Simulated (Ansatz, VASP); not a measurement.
# One calculation of Gd, two programs

Contents of INCAR:

```
SYSTEM = Gd
PREC = Accurate ; ENCUT = 520
EDIFF = 1E-7 ; ISMEAR = 1
SIGMA = 0.01 ; LREAL = .False.
LASPH = .True. ; NELM = 150
ALGO = Normal ; ISIF = 2
LWAVE = .False. ; LCHARG = .False.
ISPIN = 2 ; MAGMOM = 7.372 7.372
LORBIT = 11 ; LMAXMIX = 6
GGA = PE ; NBANDS = 29
```

The input KPOINTS:

```
Automatic mesh
0
Gamma
  10 10 6
  0 0 0
```

The input POSCAR:

```
Gd
1.0
    3.6483276435      0.0000000000      0.0000000000
   -1.8241638217      3.1595444206      0.0000000000
    0.0000000000      0.0000000000      5.8327272018
Gd
2
Direct
    0.3333333333      0.6666666667      0.2500000000
    0.6666666667      0.3333333333      0.7500000000
```

Input for Ansatz:

```yaml
crystal:
  lattice:
    - [3.6483276435, 0.0, 0.0]
    - [-1.8241638217, 3.1595444206, 0.0]
    - [0.0, 0.0, 5.8327272018]
  atoms:
    - { symbol: Gd, position: [0.3333333333, 0.6666666667, 0.25], spin: 7.372 }
    - { symbol: Gd, position: [0.6666666667, 0.3333333333, 0.75], spin: 7.372 }
hamiltonian:
  xc: pbe
  pseudopotentials:
    kind: paw
    azcp:
      Gd: "pseudopotentials/Gd.paw.azcp"
basis:
  ecutwfc: 420
  fft_grid_basis: typed
kpoints:
  mp_grid: { grid: [10, 10, 6], shift: [0, 0, 0] }
magnetization:
  spin_polarized: true
scf:
  occupations: { method: cold, width: 0.01 }
  lower_state_search: "off"
output:
  stress: true
```

Alike in both runs: task single point; functional PBE; k mesh 10 × 10 × 6; collinear spin.

```csv
,VASP,Ansatz
version,VASP 6.6.1,Ansatz 0.2.0
potentials or method,"VASP PAW PBE potentials, release 64 (Gd), cutoff 520 eV","plane waves (420 eV) with PAW, scalar-relativistic"
occupations,"methfessel-paxton of order 1, width 0.01 eV","cold, width 0.01 eV"
valence electrons in the cell,36,36
```

VASP gave:

| Item | Value |
| --- | --- |
| pressure (GPa) | -0.1 |
| net moment per atom (μB) | 7.69 |
| size of the moment on the site where the two differ most (μB) | 7.01 |

Problem. Which values does Ansatz return?

Solution. Pressure (GPa): 0.0; net moment per atom (μB): 7.69; size of the moment on the site where the two differ most (μB): 7.39.

Site moments also hang on the region over which each program counts them. Ansatz's warnings: stability check not made.

Neither program's run includes spin-orbit coupling.
